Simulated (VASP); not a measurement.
Write the native input for VASP 6.6.1 that does the following.

```
Task                   : single point
Functional             : PBE
Potentials or basis    : VASP PAW PBE potentials, release 64 (Si, O)
Cutoff                 : 520 eV
k mesh                 : 6 × 6 × 4
Occupations            : fermi-dirac, width 0.02 eV
Spin                   : no spin polarisation
Dipole correction      : no
Further INCAR settings : ALGO = Normal; EDIFF = 1e-06; NBANDS = 44
```

The structure of SiO2 lies in POSCAR:

```
SiO2
1.0
    5.0993032694      0.0000000000      0.0000000000
   -2.5496516347      4.4161261729      0.0000000000
    0.0000000000      0.0000000000      8.6285677319
Si O
4 8
Direct
    0.6666666667      0.3333333333      0.9372041929
    0.6666666667      0.3333333333      0.5627958071
    0.3333333333      0.6666666667      0.0627958071
    0.3333333333      0.6666666667      0.4372041929
    0.0000000000      0.4173770298      0.0000000000
    0.4173770298      0.4173770298      0.5000000000
    0.5826229702      0.0000000000      0.5000000000
    0.5826229702      0.5826229702      0.0000000000
    0.0000000000      0.5826229702      0.5000000000
    0.6666666667      0.3333333333      0.7500000000
    0.3333333333      0.6666666667      0.2500000000
    0.4173770298      0.0000000000      0.0000000000
```

The input as run:

INCAR

```
SYSTEM = SiO2
PREC     = Accurate       ! precision mode
ENCUT    = 520            ! plane-wave cutoff, eV
EDIFF    = 1E-6           ! SCF threshold, eV
ISMEAR   = -1             ! smearing method
SIGMA    = 0.02           ! smearing width, eV
LREAL    = .False.        ! projectors in reciprocal space
LASPH    = .True.         ! aspherical terms in the spheres
NELM     = 80             ! most SCF steps
ALGO     = Normal         ! electronic algorithm
ISIF     = 2              ! what is computed and relaxed
LWAVE    = .False.        ! write WAVECAR
LCHARG   = .True.         ! write CHGCAR
GGA      = PE             ! functional
LELF     = .True.         ! ELF
LVHAR    = .True.       
NBANDS   = 44             ! bands
```

KPOINTS

```
regular mesh
0
Gamma
  6 6 4
  0 0 0
```

Potentials or basis: VASP PAW PBE potentials, release 64 (Si, O).

Launch:

```console
$ cat potpaw_PBE.64/Si/POTCAR potpaw_PBE.64/O/POTCAR > POTCAR
$ mpirun -np 1 vasp_std > vasp.out
```

Results of the run:

```
Pressure               : 0.1 GPa
Largest force          : 0.010 eV/Å
Band gap on the k mesh : 5.46 eV, indirect (least direct gap 5.51 eV)
```

Wall time 89 s on 1 thread of Intel(R) Xeon(R) 6975P-C (Granite Rapids) (shared host), peak memory 0.36 GiB.
